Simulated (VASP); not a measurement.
Input of a VASP 6.6.1 run:

The input INCAR:

```
SYSTEM = As
ALGO = Normal
EDIFF = 1E-6
ENCUT = 520
GGA = RP
ISIF = 2
ISMEAR = 0
LASPH = .TRUE.
LCHARG = .FALSE.
LREAL = .FALSE.
LWAVE = .FALSE.
NBANDS = 12
NELM = 80
PREC = Accurate
SIGMA = 0.05
```

Contents of KPOINTS:

```
k-points
0
G
  9 9 9
  0 0 0
```

The input POSCAR:

```
As
1.0
    1.8807968987      1.0858785957      3.5140619945
   -1.8807968987      1.0858785957      3.5140619945
    0.0000000000     -2.1717571915      3.5140619945
As
2
Direct
    0.2260000000      0.2260000000      0.2260000000
    0.7740000000      0.7740000000      0.7740000000
```

Potentials or basis: VASP PAW PBE potentials, release 64 (As).

Run with:

```console
$ cat potpaw_PBE.64/As/POTCAR > POTCAR
$ mpirun -np 1 vasp_std > vasp.out
```

Q: Predict the largest force.

A: 0.518 eV/Å.

Q: What does it give for the band gap on the k mesh?

A: Zero (band 5 reaches 5.63 eV, above the bottom of band 6 at 5.52 eV).

Stress tensor (GPa, compression positive):
```
5.93 0.00 0.00
0.00 5.93 0.00
0.00 0.00 5.36
```

Caveat: the PAW data sets were made with another functional, which shifts forces and pressure a little.
